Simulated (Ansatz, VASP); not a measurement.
# Cu: VASP beside Ansatz

```
Cu
1.0
     0.00000    1.80750    1.80750
     1.80750    0.00000    1.80750
     1.80750    1.80750    0.00000
Cu
1
Direct
  0.00000 0.00000 0.00000
```

Alike in both runs: task single point; functional LDA; k mesh 16 × 16 × 16; occupations fermi-dirac, width 0.05 eV; no spin polarisation.

|  | VASP | Ansatz |
| --- | --- | --- |
| version | VASP 6.6.1 | Ansatz 0.2.0 |
| potentials or method | VASP PAW LDA potentials, release 64 (Cu) | PAW with Ansatz's default frozen-core files, scalar-relativistic |
| plane-wave cutoff (eV) | 520 | 420 |
| valence electrons in the cell | 11 | 19 |

VASP gave:

```
pressure (GPa) : -11.6
```

Task: What did Ansatz give for the same quantities?

Result: Pressure (GPa): -12.5.

LDA's correlation is that of Perdew and Zunger in VASP and of Perdew and Wang (1992) in Ansatz. VASP's potentials hold 11 valence electrons a cell and Ansatz's 19, so a difference there can come from the potentials and not from the codes.
